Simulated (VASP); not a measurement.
## Al: single point with PBE+D3(BJ)

Al:

```
CELL_PARAMETERS angstrom
2.81271 0.00000 0.00000
-1.40635 2.43588 0.00000
0.00000 0.00000 9.80763
ATOMIC_POSITIONS crystal
Al 0.00000 0.00000 0.00000
Al 0.33333 0.66667 0.25000
Al 0.00000 0.00000 0.50000
Al 0.66667 0.33333 0.75000
```

This isn't the form of Al at room conditions, which is fcc.

```json
{"Program": "VASP 6.6.1", "Task": "single point", "Functional": "PBE", "Dispersion": "D3(BJ)", "Potentials or basis": "VASP PAW PBE potentials, release 64 (Al)", "Cutoff": "520 eV", "k mesh": "18 × 18 × 6", "Occupations": "gaussian, width 0.15 eV", "Spin": "no spin polarisation", "Dipole correction": "no", "Further INCAR settings": "ALGO = Fast; EDIFF = 1e-07; NBANDS = 14"}
```

```yaml
Pressure: -3.9 GPa
Band_gap_on_the_k_mesh: zero (bands 6 and 7 overlap by 4.47 eV)
Dispersion_energy_per_atom: -0.330 eV
```

Stress tensor (GPa, compression positive):
```
-2.83  0.00  0.00
 0.00 -2.83  0.00
 0.00  0.00 -6.18
```

Levels at points of the mesh, in eV from the Fermi level:
| k point | band 4 | band 5 | band 6 | band 7 | band 8 | band 9 |
| --- | --- | --- | --- | --- | --- | --- |
| (0.00, 0.00, 0.00) | -5.12 | -4.81 | 2.26 | 2.27 | 11.07 | 11.56 |
| (0.50, 0.00, 0.00) | -3.71 | -3.13 | -3.09 | 0.74 | 0.85 | 1.12 |
| (0.00, 0.00, 0.50) | -7.58 | -1.67 | -1.67 | 6.75 | 6.75 | 11.86 |
| (0.50, 0.00, 0.50) | -4.51 | -1.85 | -1.85 | -1.22 | -1.22 | 3.93 |

It took 110 s on 1 thread of Intel(R) Xeon(R) Platinum 8488C (Sapphire Rapids), with other jobs on the host, peak memory 0.27 GiB.

Caveat: the cell stands under tension.
